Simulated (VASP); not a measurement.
# Al3As (P4/mmm) in VASP: density of states with PBE

Aim: the density of states of Al3As with PBE.

Everything below comes from runs of VASP 6.6.1. Logs are shortened: lines on timing, memory, paths and dates and some standing lists are left out, and cuts for length are marked.

## (1) The cell of the first run

The structure is tetragonal, space group P4/mmm (No. 123). The conventional cell has a = 2.731 Å, b = 2.731 Å, c = 10.783 Å, α = 90.00°, β = 90.00°, γ = 90.00°. Al (site symmetry 4mm) has 1 As at 2.66 Å and 5 Al at 2.73 Å within 3.5 Å. Within 3.6 Å of Al (site symmetry 4/mmm) lie 6 Al at 2.73 Å. As (site symmetry 4/mmm) has 2 Al at 2.66 Å and 4 As at 2.73 Å within 3.5 Å.

## (2) Density of states, PBE

The input, POSCAR:

```
Al3As
1.0
    2.7308939772      0.0000000000      0.0000000000
    0.0000000000      2.7308939772      0.0000000000
    0.0000000000      0.0000000000     10.7830034381
Al As
3 1
Direct
    0.0000000000      0.0000000000      0.7531889323
    0.0000000000      0.0000000000      0.2468110677
    0.0000000000      0.0000000000      0.5000000000
    0.0000000000      0.0000000000      0.0000000000
```

The input, INCAR.step1:

```
PREC = Accurate
ENCUT = 520
EDIFF = 1E-7
ISMEAR = 0
SIGMA = 0.1
LREAL = F
LASPH = T
NELM = 100
ALGO = Fast
ISIF = 2
LWAVE = F
LCHARG = T
GGA = PE
NBANDS = 15
```

The input, KPOINTS.step1:

```
Automatic mesh
0
Gamma
  16 16 6
```

The input, INCAR.step2:

```
PREC = Accurate
ENCUT = 520
EDIFF = 1E-7
ISMEAR = -5
SIGMA = 0.1
LREAL = F
LASPH = T
NELM = 100
ALGO = Fast
ISIF = 2
LWAVE = F
LCHARG = F
GGA = PE
LORBIT = 11
NBANDS = 15
NEDOS = 2001
ICHARG = 11
```

The input, KPOINTS.step2:

```
Automatic mesh
0
Gamma
  24 24 9
```

Potentials or basis: VASP PAW PBE potentials, release 64 (Al, As).

Run with:

```
$ cat potpaw_PBE.64/Al/POTCAR potpaw_PBE.64/As/POTCAR > POTCAR
$ cp INCAR.step1 INCAR
$ cp KPOINTS.step1 KPOINTS
$ mpirun -np 1 vasp_std > vasp.out
$ cp INCAR.step2 INCAR
$ cp KPOINTS.step2 KPOINTS
$ mpirun -np 1 vasp_std > vasp.out
```

OUTCAR:

```text
PREC = Accurate
   ENCUT = 520
   EDIFF = 1E-7
   ISMEAR = -5
   LREAL = F
   LASPH = T
   NELM = 100
   ISIF = 2
   GGA = PE
   LORBIT = 11
   ICHARG = 11

 ion  position               nearest neighbor table
   1  0.000  0.000  0.753-   4 2.66   3 2.73
   2  0.000  0.000  0.247-   4 2.66   3 2.73
   3  0.000  0.000  0.500-   1 2.73   2 2.73
   4  0.000  0.000  0.000-   1 2.66   2 2.66

  LATTYP: Found a simple tetragonal cell.
 ALAT       =     2.7308939772
 C/A-ratio  =     3.9485251087

  Lattice vectors:

 A1 = (   2.7308939772,   0.0000000000,   0.0000000000)
 A2 = (   0.0000000000,   2.7308939772,   0.0000000000)
 A3 = (   0.0000000000,   0.0000000000,  10.7830034381)

Analysis of symmetry for initial positions (statically):
=====================================================================
 Subroutine PRICEL returns:
 Original cell was already a primitive cell.

 Routine SETGRP: Setting up the symmetry group for a
 simple tetragonal supercell.

 Subroutine GETGRP returns: Found 16 space group operations
 (whereof 16 operations were pure point group operations)
 out of a pool of 16 trial point group operations.

The static configuration has the point symmetry D_4h.

Analysis of symmetry for dynamics (positions and initial velocities):
=====================================================================
 Subroutine PRICEL returns:
 Original cell was already a primitive cell.

 Routine SETGRP: Setting up the symmetry group for a
 simple tetragonal supercell.

 Subroutine GETGRP returns: Found 16 space group operations
 (whereof 16 operations were pure point group operations)
 out of a pool of 16 trial point group operations.

The dynamic configuration has the point symmetry D_4h.

 Subroutine INISYM returns: Found 16 space group operations
 (whereof 16 operations are pure point group operations),
 and found     1 'primitive' translations

----------------------------------------------------------------------------------------

                                     Primitive cell

  volume of cell :      80.4173

  direct lattice vectors                    reciprocal lattice vectors
     2.730893977  0.000000000  0.000000000     0.366180455  0.000000000  0.000000000
     0.000000000  2.730893977  0.000000000     0.000000000  0.366180455  0.000000000
[... 105 lines left out ...]
   EFERMI =   0.00;   METHOD = LEGACY
   ISMEAR =    -5;   SIGMA  =   0.10  broadening in eV -4-tet -1-fermi 0-gaus
   EFERMI_NEDOS =   21; number of points for ismear=-14 and -15
   IALGO  =     68    algorithm
   IMIX   =      4    mixing-type and parameters
     AMIX     =   0.40;   BMIX     =  1.00
     AMIX_MAG =   1.60;   BMIX_MAG =  1.00
  volume/ion in A,a.u.               =      20.10       135.67
  Fermi-wavevector in a.u.,A,eV,Ry     =   0.914115  1.727428 11.369123  0.835607
  Thomas-Fermi vector in A             =   2.038705
   LORBIT       =     11    0 simple, 1 ext, 2 COOP (PROOUT), +10 PAW based schemes
   GGA     = PE    functional components
   LHFCALC =     F    Hartree Fock is set to
   AEXX    =    0.0000 exact exchange contribution
   IVDW    =     0    specifies the selected vdW correction
   LEPSILON=     F    determine dielectric tensor
   LRPA    =     F    only Hartree local field effects (RPA)
 non-spin polarized calculation
 RMM-DIIS sequential band-by-band and
 Fermi weights with tetrahedron method with Bloechl corrections
  energy-cutoff  :      520.00
  volume of cell :       80.42
 maximum number of plane-waves:      2200

 number of electron      14.0000000 magnetization

 Free energy of the ion-electron system (eV)
  ---------------------------------------------------
  ext. energy  EPLUGINS =         0.00000000
  ---------------------------------------------------
  free energy    TOTEN  =       -14.86832791 eV

  energy without entropy =      -14.86832791  energy(sigma->0) =      -14.86832791

 E-fermi :   5.6882     XC(G=0):  -9.6609

 val. band max:        5.7615533550   @ k =   0.3750   0.3333   0.3333
 cond. band min:       5.5762280385   @ k =   0.2500   0.2500   0.1111
 fundamental gap:     -0.1853253165
 Fermi energy:         5.6882005918

 k-point     1 :       0.0000    0.0000    0.0000
  band No.  band energies     occupation
      1      -7.9989      2.00000
      2      -3.2928      2.00000
      3      -2.8884      2.00000
      4      -0.1787      2.00000
      5       0.7670      2.00000
      6       5.8825      0.25163
      7       6.6688      0.00000
      8      10.5206      0.00000
      9      10.5206      0.00000
     10      13.6976      0.00000
     11      13.9122      0.00000
     12      13.9474      0.00000
     13      14.5926      0.00000
     14      14.8461      0.00000
[... 401 lines left out ...]
      2      -0.0837      2.00000
      3       0.6824      2.00000
      4       0.8438      2.00000
      5       2.6201      2.00000
      6       3.0264      2.00000
      7       3.8849      2.00000
      8       3.9941      2.00000
      9       5.4313      1.69614
     10       8.1912      0.00000
     11       9.4308      0.00000
     12      10.1909      0.00000
     13      12.2867      0.00000
     14      12.7862      0.00000
     15      13.1953      0.00000

 [... further k-points ...]
[... 5 lines left out ...]
  --------------------------------------------------------------------------------------
  -------------------------------------------------------------------------------------
  Total        0.3783284      0.3783284      0.0604874      0.0000000     -0.0000000      0.0000000
  in kB        7.5375476      7.5375476      1.2051080      0.0000000     -0.0000000      0.0000000
  external PRESSURE =       5.4267344 kB  Pullay stress =       0.0000000 kB

 VOLUME and BASIS-vectors are now :
 -----------------------------------------------------------------------------
  energy-cutoff  :      520.00
  volume of cell :       80.42
      direct lattice vectors                 reciprocal lattice vectors
     2.730893977  0.000000000  0.000000000     0.366180455  0.000000000  0.000000000
     0.000000000  2.730893977  0.000000000     0.000000000  0.366180455  0.000000000
     0.000000000  0.000000000 10.783003438     0.000000000  0.000000000  0.092738540

 POSITION                                       TOTAL-FORCE (eV/Angst)
 -----------------------------------------------------------------------------------
      0.00000      0.00000      8.12164         0.000000      0.000000      0.061803
      0.00000      0.00000      2.66136        -0.000000      0.000000     -0.061803
      0.00000      0.00000      5.39150        -0.000000     -0.000000      0.000000
      0.00000      0.00000      0.00000        -0.000000     -0.000000      0.000000
 -----------------------------------------------------------------------------------
    total drift:                               -0.000000      0.000000      0.000000

  FREE ENERGIE OF THE ION-ELECTRON SYSTEM (eV)
  ---------------------------------------------------
  free  energy   TOTEN  =       -14.8683279107 eV

  energy  without entropy=      -14.8683279107  energy(sigma->0) =      -14.86832791

 total charge

# of ion       s       p       d       tot
------------------------------------------
    1        0.460   0.316   0.000   0.777
    2        0.460   0.316   0.000   0.777
    3        0.465   0.318   0.000   0.783
    4        1.291   1.380   0.049   2.719
--------------------------------------------------
tot          2.676   2.330   0.049   5.055
```

OUTCAR.step1:

```text
PREC = Accurate
   ENCUT = 520
   EDIFF = 1E-7
   ISMEAR = 0
   LREAL = F
[... 662 lines left out ...]
      0.00000      0.00000      8.12164        -0.000000      0.000000     -0.008572
      0.00000      0.00000      2.66136         0.000000      0.000000      0.008572
      0.00000      0.00000      5.39150         0.000000      0.000000      0.000000
      0.00000      0.00000      0.00000         0.000000      0.000000      0.000000
 -----------------------------------------------------------------------------------
    total drift:                               -0.000000     -0.000000      0.000000

  FREE ENERGIE OF THE ION-ELECTRON SYSTEM (eV)
  ---------------------------------------------------
  free  energy   TOTEN  =       -14.8720180294 eV

  energy  without entropy=      -14.8618385100  energy(sigma->0) =      -14.86692827
```

OSZICAR.step1:

```text
N       E                     dE             d eps       ncg     rms          rms(c)
DAV:   1     0.142822700940E+02    0.14282E+02   -0.51034E+03  5400   0.756E+02
DAV:   2    -0.138197671190E+02   -0.28102E+02   -0.25760E+02  7196   0.995E+01
DAV:   3    -0.149797304873E+02   -0.11600E+01   -0.11335E+01  7147   0.168E+01
DAV:   4    -0.149912593815E+02   -0.11529E-01   -0.11524E-01  6681   0.204E+00
DAV:   5    -0.149914407223E+02   -0.18134E-03   -0.18134E-03  7266   0.276E-01    0.273E+00
RMM:   6    -0.148888586104E+02    0.10258E+00   -0.45260E-02  5674   0.692E-01    0.170E+00
RMM:   7    -0.148767509183E+02    0.12108E-01   -0.73802E-03  5691   0.437E-01    0.987E-01
RMM:   8    -0.148721395146E+02    0.46114E-02   -0.96739E-03  6077   0.501E-01    0.117E-01
RMM:   9    -0.148721648370E+02   -0.25322E-04   -0.10475E-03  5960   0.184E-01    0.744E-02
RMM:  10    -0.148720028726E+02    0.16196E-03   -0.19084E-04  6319   0.741E-02    0.554E-02
RMM:  11    -0.148720225637E+02   -0.19691E-04   -0.60282E-05  6091   0.475E-02    0.195E-02
RMM:  12    -0.148720188941E+02    0.36697E-05   -0.15279E-05  6411   0.230E-02    0.153E-02
RMM:  13    -0.148720189224E+02   -0.28273E-07   -0.41329E-06  6519   0.130E-02    0.129E-02
RMM:  14    -0.148720182484E+02    0.67396E-06   -0.13329E-06  6253   0.615E-03    0.513E-03
RMM:  15    -0.148720180908E+02    0.15763E-06   -0.29553E-07  5490   0.333E-03    0.178E-03
RMM:  16    -0.148720180294E+02    0.61351E-07   -0.53225E-08  3861   0.155E-03
   1 F= -.14872018E+02 E0= -.14866928E+02  d E =-.101795E-01
```

It used 930 s of CPU time on 1 thread of AMD EPYC 7R13 Processor (Zen 3), with other jobs on the host.

Results:

* Valence electrons inside the program's atomic spheres: Al 0.78; As 2.72

Caveat: tetrahedron occupations give inexact forces and stress in metals.
